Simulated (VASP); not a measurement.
Crystal: ZnSe (Stilleite).

```
CELL_PARAMETERS angstrom
0.00000 2.85257 2.85257
2.85257 0.00000 2.85257
2.85257 2.85257 0.00000
ATOMIC_POSITIONS crystal
Se 0.75000 0.75000 0.75000
Zn 0.00000 0.00000 0.00000
```

Base run:

```yaml
Program: VASP 6.6.1
Functional: PBE
Potentials_or_basis: VASP PAW PBE potentials, release 64 (Se, Zn)
Cutoff: 520 eV
k_mesh: 8 × 8 × 8
Occupations: fermi-dirac, width 0.05 eV
Spin: no spin polarisation
```

Its results: band gap on the k mesh 1.21 eV, direct; pressure 1.1 GPa.

Task: After a change of settings the same cell gave: band gap on the k mesh 1.09 eV, direct; pressure -2.0 GPa. Which change was it?
A. functional from PBE to LDA; potentials or basis from VASP PAW PBE potentials, release 64 (Se, Zn) to VASP PAW LDA potentials, release 64 (Se, Zn)
B. functional from PBE to PBEsol; dispersion from none to D3(BJ)
C. functional from PBE to PBEsol
D. functional from PBE to revPBE

Result: C.

PBEsol binds more tightly than PBE, so the same cell stands under less pressure.

Caveats: the PAW data sets were made with another functional, which shifts forces and pressure a little (some runs).
